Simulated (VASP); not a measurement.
Runs of VASP 6.6.1 on Mg3ZnC. The structure is that of space group Pm-3m (No. 221), or close to it. The cells are those of the table. 

| cell | gap on the mesh (eV) | pressure (GPa) |
| --- | --- | --- |
| a = 4.407, b = 4.407, c = 4.187 Å, 5 atoms | none | (a) |
| a = 4.407, b = 4.407, c = 4.517 Å, 5 atoms | none | -1.7 |
| a = 4.407, b = 4.407, c = 4.627 Å, 5 atoms | none | -2.9 |
| a = 4.407 Å, 5 atoms | none | -0.4 |
| a = 4.407, b = 4.407, c = 4.297 Å, 5 atoms | none | (b) |

Alike in all rows: task single point; level PBE; potentials or basis VASP PAW PBE potentials, release 64 (Mg, Zn, C); no spin polarisation; k mesh 8 × 8 × 8; cutoff (eV) 520; smearing methfessel-paxton 0.1 eV.

Problem. Fill in the values left out.

Solution. (a) 3.4; (b) 1.3.

Caveats: the cell stands under pressure (at least some runs).

A gap of «none» marks levels without a gap at the run's occupations.
